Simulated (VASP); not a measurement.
# TiN (Fm-3m) in VASP: notebook

Runs on TiN. Level: r2SCAN. Tasks: single point.

Program: VASP 6.6.1. These are calculated values, not measurements. Logs are shortened: lines on timing, memory, paths and dates and some standing lists are left out, and cuts for length are marked.

### Step 1. The cell of the first run

The structure is cubic, space group Fm-3m (No. 225). Conventional cell: a = 4.238 Å, b = 4.238 Å, c = 4.238 Å, α = 90.00°, β = 90.00°, γ = 90.00°. Within 2.8 Å of Ti (site symmetry m-3m) lie 6 N at 2.12 Å. Within 2.8 Å of N (site symmetry m-3m) lie 6 Ti at 2.12 Å.

### Step 2. Single point, r2SCAN

POSCAR reads:

```
TiN
1.0
    0.0000000000      2.1190000000      2.1190000000
    2.1190000000      0.0000000000      2.1190000000
    2.1190000000      2.1190000000      0.0000000000
Ti N
1 1
Direct
    0.0000000000      0.0000000000      0.0000000000
    0.5000000000      0.5000000000      0.5000000000
```

INCAR.step1 reads:

```
PREC = Accurate
ENCUT = 660
ISMEAR = 1
SIGMA = 0.3
LREAL = F
LASPH = T
NELM = 120
NBANDS = 16
GGA = PE
ALGO = Normal
EDIFF = 1E-5
LWAVE = T
LCHARG = F
GGA_COMPAT = F
```

INCAR.step2 reads:

```
PREC = Accurate
ENCUT = 660
EDIFF = 1E-6
ISMEAR = 1
SIGMA = 0.3
LREAL = F
LASPH = T
NELM = 120
ALGO = Normal
ISIF = 2
LWAVE = F
LCHARG = F
METAGGA = R2SCAN
LMIXTAU = T
NBANDS = 16
ISTART = 1
GGA_COMPAT = F
```

KPOINTS reads:

```
Automatic mesh
0
Gamma
  9 9 9
```

Potentials or basis: VASP PAW PBE potentials, release 64 (Ti_sv, N).

Launch:

```
$ cat potpaw_PBE.64/Ti_sv/POTCAR potpaw_PBE.64/N/POTCAR > POTCAR
$ cp INCAR.step1 INCAR
$ mpirun -np 1 vasp_std > vasp.out
$ cp INCAR.step2 INCAR
$ mpirun -np 1 vasp_std > vasp.out
```

OUTCAR:

```text
PREC = Accurate
   ENCUT = 660
   EDIFF = 1E-6
   ISMEAR = 1
   LREAL = F
   LASPH = T
   NELM = 120
   ISIF = 2
   METAGGA = R2SCAN
   ISTART = 1

 ion  position               nearest neighbor table
   1  0.000  0.000  0.000-   2 2.12   2 2.12   2 2.12   2 2.12   2 2.12   2 2.12
   2  0.500  0.500  0.500-   1 2.12   1 2.12   1 2.12   1 2.12   1 2.12   1 2.12

  LATTYP: Found a face centered cubic cell.
 ALAT       =     4.2380000000

  Lattice vectors:

 A1 = (   0.0000000000,   2.1190000000,   2.1190000000)
 A2 = (   2.1190000000,   0.0000000000,   2.1190000000)
 A3 = (   2.1190000000,   2.1190000000,   0.0000000000)

Analysis of symmetry for initial positions (statically):
=====================================================================
 Subroutine PRICEL returns:
 Original cell was already a primitive cell.

 Routine SETGRP: Setting up the symmetry group for a
 face centered cubic supercell.

 Subroutine GETGRP returns: Found 48 space group operations
 (whereof 48 operations were pure point group operations)
 out of a pool of 48 trial point group operations.

The static configuration has the point symmetry O_h .

Analysis of symmetry for dynamics (positions and initial velocities):
=====================================================================
 Subroutine PRICEL returns:
 Original cell was already a primitive cell.

 Routine SETGRP: Setting up the symmetry group for a
 face centered cubic supercell.

 Subroutine GETGRP returns: Found 48 space group operations
 (whereof 48 operations were pure point group operations)
 out of a pool of 48 trial point group operations.

The dynamic configuration has the point symmetry O_h .

 Subroutine INISYM returns: Found 48 space group operations
 (whereof 48 operations are pure point group operations),
 and found     1 'primitive' translations

----------------------------------------------------------------------------------------

                                     Primitive cell

  volume of cell :      19.0293

  direct lattice vectors                    reciprocal lattice vectors
     0.000000000  2.119000000  2.119000000    -0.235960359  0.235960359  0.235960359
     2.119000000  0.000000000  2.119000000     0.235960359 -0.235960359  0.235960359
     2.119000000  2.119000000  0.000000000     0.235960359  0.235960359 -0.235960359

  length of vectors
     2.996718539  2.996718539  2.996718539     0.408695330  0.408695330  0.408695330

  position of ions in fractional coordinates (direct lattice)
     0.000000000  0.000000000  0.000000000
     0.500000000  0.500000000  0.500000000

  ion indices of the primitive-cell ions
   primitive index   ion index
                 1           1
                 2           2

----------------------------------------------------------------------------------------

 KPOINTS: Automatic mesh

Automatic generation of k-mesh.
 Grid dimensions read from file:
 generate k-points for:    9    9    9

 Generating k-lattice:

  Cartesian coordinates                     Fractional coordinates (reciprocal lattice)
    -0.026217818  0.026217818  0.026217818     0.111111111  0.000000000  0.000000000
     0.026217818 -0.026217818  0.026217818     0.000000000  0.111111111  0.000000000
     0.026217818  0.026217818 -0.026217818     0.000000000  0.000000000  0.111111111

  Length of vectors
     0.045410592  0.045410592  0.045410592

  Shift w.r.t. Gamma in fractional coordinates (k-lattice)
     0.000000000  0.000000000  0.000000000

 Subroutine IBZKPT returns following result:
 ===========================================

 Found     35 irreducible k-points:

 Following reciprocal coordinates:
            Coordinates               Weight
  0.000000  0.000000  0.000000      1.000000
  0.111111  0.000000  0.000000      8.000000
  0.222222  0.000000  0.000000      8.000000
  0.333333  0.000000  0.000000      8.000000
  0.444444  0.000000  0.000000      8.000000
  0.111111  0.111111  0.000000      6.000000
[... 16 lines left out ...]
 -0.333333  0.333333  0.000000     12.000000
  0.444444  0.444444  0.000000      6.000000
 [... further k-points ...]
   k-points           NKPTS =     35   k-points in BZ     NKDIM =     35   number of bands    NBANDS=     16
   number of dos      NEDOS =    301   number of ions     NIONS =      2
   total plane-waves  NPLWV =  21952
   dimension x,y,z NGX =    28 NGY =   28 NGZ =   28
   dimension x,y,z NGXF=    56 NGYF=   56 NGZF=   56
   ions per type =               1   1
   NGX,Y,Z   is equivalent  to a cutoff of  15.53, 15.53, 15.53 a.u.
   NGXF,Y,Z  is equivalent  to a cutoff of  31.07, 31.07, 31.07 a.u.
 SYSTEM =  unknown system
   PREC   = accura    normal or accurate (medium, high low for compatibility)
   ISTART =      1    job   : 0-new  1-cont  2-samecut
   ICHARG =      0    charge: 1-file 2-atom 10-const
   ISPIN  =      1    spin polarized calculation?
   LNONCOLLINEAR =      F non collinear calculations
   LSORBIT =      F    spin-orbit coupling
   LASPH  =      T    aspherical Exc in radial PAW
   ENCUT  =  660.0 eV  48.51 Ry    6.96 a.u.   6.28  6.28  6.28*2*pi/ulx,y,z
   NELM   =    120;   NELMIN=  2; NELMDL=  0     # of ELM steps
   EDIFF  = 0.1E-05   stopping-criterion for ELM
   LREAL  =      F    real-space projection
[... 7 lines left out ...]
   TEBEG  =    0.0;   TEEND  =   0.0 temperature during run
   PSTRESS=    0.0 pullay stress
   NELECT =      17.0000    total number of electrons
   NUPDOWN=      -1.0000    fix difference up-down
   EMIN   =  10.00;   EMAX   =-10.00  energy-range for DOS
   EFERMI =   0.00;   METHOD = LEGACY
   ISMEAR =     1;   SIGMA  =   0.30  broadening in eV -4-tet -1-fermi 0-gaus
   EFERMI_NEDOS =   21; number of points for ismear=-14 and -15
   IALGO  =     38    algorithm
   IMIX   =      4    mixing-type and parameters
     AMIX     =   0.40;   BMIX     =  1.00
     AMIX_MAG =   1.60;   BMIX_MAG =  1.00
  volume/ion in A,a.u.               =       9.51        64.21
  Fermi-wavevector in a.u.,A,eV,Ry     =   1.576704  2.979539 33.824024  2.485996
  Thomas-Fermi vector in A             =   2.677497
   LORBIT       =      0    0 simple, 1 ext, 2 COOP (PROOUT), +10 PAW based schemes
   METAGGA = R2SCAN    functional components
   LHFCALC =     F    Hartree Fock is set to
   AEXX    =    0.0000 exact exchange contribution
   IVDW    =     0    specifies the selected vdW correction
   LEPSILON=     F    determine dielectric tensor
   LRPA    =     F    only Hartree local field effects (RPA)
 non-spin polarized calculation
 Methfessel and Paxton  Order N= 1 SIGMA  =   0.30
  energy-cutoff  :      660.00
  volume of cell :       19.03
 maximum number of plane-waves:       751
 NGX is ok and might be reduce to    28
   NGX = 13   NGY = 13   NGZ = 13

 number of electron      16.9999999 magnetization

 Free energy of the ion-electron system (eV)
  ---------------------------------------------------
  ext. energy  EPLUGINS =         0.00000000
  ---------------------------------------------------
  free energy    TOTEN  =       -26.02095273 eV

  energy without entropy =      -26.02098515  energy(sigma->0) =      -26.02096354

 E-fermi :  11.6280     XC(G=0): -13.8938

 val. band max:       11.5675054834   @ k =   0.1111   0.0000   0.0000
 cond. band min:      11.6975141260   @ k =   0.4444   0.2222   0.1111
 fundamental gap:      0.1300086426
 Fermi energy:        11.6280025739

 k-point     1 :       0.0000    0.0000    0.0000
  band No.  band energies     occupation
      1     -48.6866      2.00000
      2     -23.6222      2.00000
      3     -23.6222      2.00000
      4     -23.6222      2.00000
      5      -6.5857      2.00000
      6       9.3042      2.00000
[... 8 lines left out ...]
     15      25.5666      0.00000
     16      32.0064      0.00000

 k-point     2 :       0.1111    0.0000    0.0000
  band No.  band energies     occupation
      1     -48.6751      2.00000
      2     -23.7038      2.00000
      3     -23.6286      2.00000
      4     -23.6286      2.00000
      5      -6.3468      2.00000
      6       8.1636      2.00000
[... 8 lines left out ...]
     15      25.6379      0.00000
     16      31.6615      0.00000

 k-point     3 :       0.2222    0.0000    0.0000
  band No.  band energies     occupation
      1     -48.6458      2.00000
      2     -23.9057      2.00000
      3     -23.6447      2.00000
      4     -23.6447      2.00000
      5      -5.7047      2.00000
      6       6.2283      2.00000
[... 8 lines left out ...]
     15      25.2778      0.00000
     16      30.3219      0.00000

 k-point     4 :       0.3333    0.0000    0.0000
  band No.  band energies     occupation
      1     -48.6123      2.00000
      2     -24.1278      2.00000
      3     -23.6630      2.00000
      4     -23.6630      2.00000
      5      -4.8765      2.00000
      6       4.4454      2.00000
[... 8 lines left out ...]
     15      25.3030      0.00000
     16      28.3862      0.00000
[... 324 lines left out ...]
 k-point    22 :      -0.4444    0.3333    0.0000
  band No.  band energies     occupation
      1     -48.5601      2.00000
      2     -24.1045      2.00000
      3     -23.9265      2.00000
      4     -23.7817      2.00000
      5      -4.8465      2.00000
      6       5.2257      2.00000
[... 8 lines left out ...]
     15      24.6676      0.00000
     16      25.2288      0.00000

 k-point    23 :      -0.3333    0.3333    0.0000
  band No.  band energies     occupation
      1     -48.5632      2.00000
      2     -24.0520      2.00000
      3     -24.0059      2.00000
      4     -23.7423      2.00000
      5      -4.6073      2.00000
      6       4.7520      2.00000
[... 8 lines left out ...]
     15      23.8538      0.00000
     16      25.7107      0.00000

 k-point    24 :       0.4444    0.4444    0.0000
  band No.  band energies     occupation
      1     -48.5596      2.00000
      2     -24.1501      2.00000
      3     -23.8247      2.00000
      4     -23.8247      2.00000
      5      -5.2128      2.00000
      6       5.2909      2.00000
[... 8 lines left out ...]
     15      24.5462      0.00000
     16      26.5280      0.00000

 [... further k-points ...]

------------------------ aborting loop because EDIFF is reached ----------------------------------------

  FORCE on cell =-STRESS in cart. coord.  units (eV):
  Direction    XX          YY          ZZ          XY          YZ          ZX
  --------------------------------------------------------------------------------------
  -------------------------------------------------------------------------------------
  Total        0.0438969      0.0438969      0.0438969      0.0000000     -0.0000000      0.0000000
  in kB        3.6959075      3.6959075      3.6959075      0.0000000     -0.0000000      0.0000000
  external PRESSURE =       3.6959075 kB  Pullay stress =       0.0000000 kB

 VOLUME and BASIS-vectors are now :
 -----------------------------------------------------------------------------
  energy-cutoff  :      660.00
  volume of cell :       19.03
      direct lattice vectors                 reciprocal lattice vectors
     0.000000000  2.119000000  2.119000000    -0.235960359  0.235960359  0.235960359
     2.119000000  0.000000000  2.119000000     0.235960359 -0.235960359  0.235960359
     2.119000000  2.119000000  0.000000000     0.235960359  0.235960359 -0.235960359

 POSITION                                       TOTAL-FORCE (eV/Angst)
 -----------------------------------------------------------------------------------
      0.00000      0.00000      0.00000        -0.000000      0.000000     -0.000000
      2.11900      2.11900      2.11900         0.000000     -0.000000      0.000000
 -----------------------------------------------------------------------------------
    total drift:                                0.000000      0.000000      0.000000

  FREE ENERGIE OF THE ION-ELECTRON SYSTEM (eV)
  ---------------------------------------------------
  free  energy   TOTEN  =       -26.0209527309 eV

  energy  without entropy=      -26.0209851527  energy(sigma->0) =      -26.02096354
```

It took 1.8 min on 1 thread of Intel Xeon Platinum 8259CL at 2.50GHz (Skylake/Cascade Lake), shared host; peak memory 0.17 GiB.

What came out:

| Item | Value |
| --- | --- |
| Free energy | -26.0210 eV |
| Pressure | 0.4 GPa |
| Band gap on the k mesh | zero (an odd number of electrons rules out a gap without spin polarisation) |

Caveat: so wide a smearing shifts energies and pressures; the PAW data sets were made with another functional, which shifts forces and pressure a little.

### Step 3. Single point, r2SCAN

POSCAR is that of step 2.

INCAR.step1 reads:

```
PREC = Accurate ; ENCUT = 660
ISMEAR = 1 ; SIGMA = 0.2
LREAL = False ; LASPH = True
NELM = 120 ; NBANDS = 16
GGA = PE ; ALGO = Normal
EDIFF = 1E-5 ; LWAVE = True
LCHARG = False ; GGA_COMPAT = False
```

INCAR.step2 reads:

```
PREC = Accurate ; ENCUT = 660
EDIFF = 1E-6 ; ISMEAR = 1
SIGMA = 0.2 ; LREAL = False
LASPH = True ; NELM = 120
ALGO = Normal ; ISIF = 2
LWAVE = False ; LCHARG = False
METAGGA = R2SCAN ; LMIXTAU = True
NBANDS = 16 ; ISTART = 1
GGA_COMPAT = False
```

KPOINTS reads:

```
regular mesh
0
Gamma
  9 9 9
```

Potentials or basis: VASP PAW PBE potentials, release 64 (Ti_sv, N).

Launch:

```
$ cat potpaw_PBE.64/Ti_sv/POTCAR potpaw_PBE.64/N/POTCAR > POTCAR
$ cp INCAR.step1 INCAR
$ mpirun -np 1 vasp_std > vasp.out
$ cp INCAR.step2 INCAR
$ mpirun -np 1 vasp_std > vasp.out
```

OUTCAR:

```text
PREC = Accurate
   ENCUT = 660
   EDIFF = 1E-6
   ISMEAR = 1
   LREAL = False
   LASPH = True
   NELM = 120
   ISIF = 2
   METAGGA = R2SCAN
   ISTART = 1

 ion  position               nearest neighbor table
   1  0.000  0.000  0.000-   2 2.12   2 2.12   2 2.12   2 2.12   2 2.12   2 2.12
   2  0.500  0.500  0.500-   1 2.12   1 2.12   1 2.12   1 2.12   1 2.12   1 2.12

  LATTYP: Found a face centered cubic cell.
 ALAT       =     4.2380000000

  Lattice vectors:

 A1 = (   0.0000000000,   2.1190000000,   2.1190000000)
 A2 = (   2.1190000000,   0.0000000000,   2.1190000000)
 A3 = (   2.1190000000,   2.1190000000,   0.0000000000)

Analysis of symmetry for initial positions (statically):
=====================================================================
 Subroutine PRICEL returns:
 Original cell was already a primitive cell.

 Routine SETGRP: Setting up the symmetry group for a
 face centered cubic supercell.

 Subroutine GETGRP returns: Found 48 space group operations
 (whereof 48 operations were pure point group operations)
 out of a pool of 48 trial point group operations.

The static configuration has the point symmetry O_h .

Analysis of symmetry for dynamics (positions and initial velocities):
[... 164 lines left out ...]
 fundamental gap:      0.1300693941
 Fermi energy:        11.6129367102

 k-point     1 :       0.0000    0.0000    0.0000
  band No.  band energies     occupation
      1     -48.6860      2.00000
      2     -23.6216      2.00000
      3     -23.6216      2.00000
      4     -23.6216      2.00000
      5      -6.5857      2.00000
      6       9.3041      2.00000
[... 433 lines left out ...]
      3     -23.8242      2.00000
      4     -23.8241      2.00000
      5      -5.2128      2.00000
      6       5.2910      2.00000
[... 8 lines left out ...]
     15      24.5465      0.00000
     16      26.5287      0.00000

 [... further k-points ...]

------------------------ aborting loop because EDIFF is reached ----------------------------------------

  FORCE on cell =-STRESS in cart. coord.  units (eV):
  Direction    XX          YY          ZZ          XY          YZ          ZX
  --------------------------------------------------------------------------------------
  -------------------------------------------------------------------------------------
  Total        0.0455621      0.0455621      0.0455621      0.0000000      0.0000000     -0.0000000
  in kB        3.8361156      3.8361156      3.8361156      0.0000000      0.0000000     -0.0000000
  external PRESSURE =       3.8361156 kB  Pullay stress =       0.0000000 kB

 VOLUME and BASIS-vectors are now :
 -----------------------------------------------------------------------------
  energy-cutoff  :      660.00
  volume of cell :       19.03
      direct lattice vectors                 reciprocal lattice vectors
     0.000000000  2.119000000  2.119000000    -0.235960359  0.235960359  0.235960359
     2.119000000  0.000000000  2.119000000     0.235960359 -0.235960359  0.235960359
     2.119000000  2.119000000  0.000000000     0.235960359  0.235960359 -0.235960359

 POSITION                                       TOTAL-FORCE (eV/Angst)
 -----------------------------------------------------------------------------------
      0.00000      0.00000      0.00000        -0.000000     -0.000000     -0.000000
      2.11900      2.11900      2.11900         0.000000      0.000000      0.000000
 -----------------------------------------------------------------------------------
    total drift:                                0.000000      0.000000      0.000000

  FREE ENERGIE OF THE ION-ELECTRON SYSTEM (eV)
  ---------------------------------------------------
  free  energy   TOTEN  =       -26.0209129133 eV

  energy  without entropy=      -26.0209668980  energy(sigma->0) =      -26.02093091
```

Run time: 1.7 min. Hardware: 1 thread of Intel Xeon Platinum 8259CL at 2.50GHz (Skylake/Cascade Lake), shared host; peak memory 0.17 GiB.

What came out:

```
Free energy            : -26.0209 eV
Pressure               : 0.4 GPa
Band gap on the k mesh : zero (an odd number of electrons rules out a gap without spin polarisation)
```

Levels at points of the mesh, in eV from the Fermi level:
```csv
k point,band 6,band 7,band 8,band 9,band 10,band 11,band 12,band 13
"(0.00, 0.00, 0.00)",-2.31,-2.31,-2.31,-0.55,-0.55,-0.55,0.65,0.65
```

Caveat: the PAW data sets were made with another functional, which shifts forces and pressure a little.

### Step 4. Single point, r2SCAN

POSCAR is that of step 3.

INCAR.step1 reads:

```
ALGO = Normal ; EDIFF = 1E-5
ENCUT = 660 ; GGA = PE
GGA_COMPAT = False ; ISMEAR = 1
LASPH = True ; LCHARG = False
LREAL = False ; LWAVE = True
NBANDS = 16 ; NELM = 120
PREC = Accurate ; SIGMA = 0.05
```

INCAR.step2 reads:

```
ALGO = Normal ; EDIFF = 1E-6
ENCUT = 660 ; GGA_COMPAT = False
ISIF = 2 ; ISMEAR = 1
ISTART = 1 ; LASPH = True
LCHARG = False ; LMIXTAU = True
LREAL = False ; LWAVE = False
METAGGA = R2SCAN ; NBANDS = 16
NELM = 120 ; PREC = Accurate
SIGMA = 0.05
```

KPOINTS reads:

```
k-points
0
Gamma
  9 9 9
```

Launch:

```
$ cat potpaw_PBE.64/Ti_sv/POTCAR potpaw_PBE.64/N/POTCAR > POTCAR
$ cp INCAR.step1 INCAR
$ mpirun -np 1 vasp_std > vasp.out
$ cp INCAR.step2 INCAR
$ mpirun -np 1 vasp_std > vasp.out
```

Wall time 1.8 min (1 thread of Intel Xeon Platinum 8259CL at 2.50GHz (Skylake/Cascade Lake), shared host); peak memory 0.17 GiB.

It converged, with:

| Property | Result |
| --- | --- |
| Free energy | -26.0212 eV |
| Pressure | 0.4 GPa |
| Band gap on the k mesh | zero (an odd number of electrons rules out a gap without spin polarisation) |

Levels at points of the mesh, in eV from the Fermi level:
```tsv
k point	band 5	band 6	band 7	band 8	band 9	band 10	band 11	band 12	band 13	band 14
(0.00, 0.00, 0.00)	-18.25	-2.36	-2.36	-2.36	-0.60	-0.60	-0.60	0.61	0.61	5.92
```

Caveat: the PAW data sets were made with another functional, which shifts forces and pressure a little.

### Step 5. Overview

| smearing | gap on the mesh (eV) | pressure (GPa) |
| --- | --- | --- |
| methfessel-paxton 0.3 eV | none | 0.4 |
| methfessel-paxton 0.2 eV | none | 0.4 |
| methfessel-paxton 0.05 eV | none | 0.4 |

Alike in all rows: task single point; level r2SCAN; potentials or basis VASP PAW PBE potentials, release 64 (Ti_sv, N); no spin polarisation; cell as given; k mesh 9 × 9 × 9; cutoff (eV) 660.

Caveats: the PAW data sets were made with another functional, which shifts forces and pressure a little; so wide a smearing shifts energies and pressures (at least some runs).

Absolute energies hang on the potentials; compare differences alone.
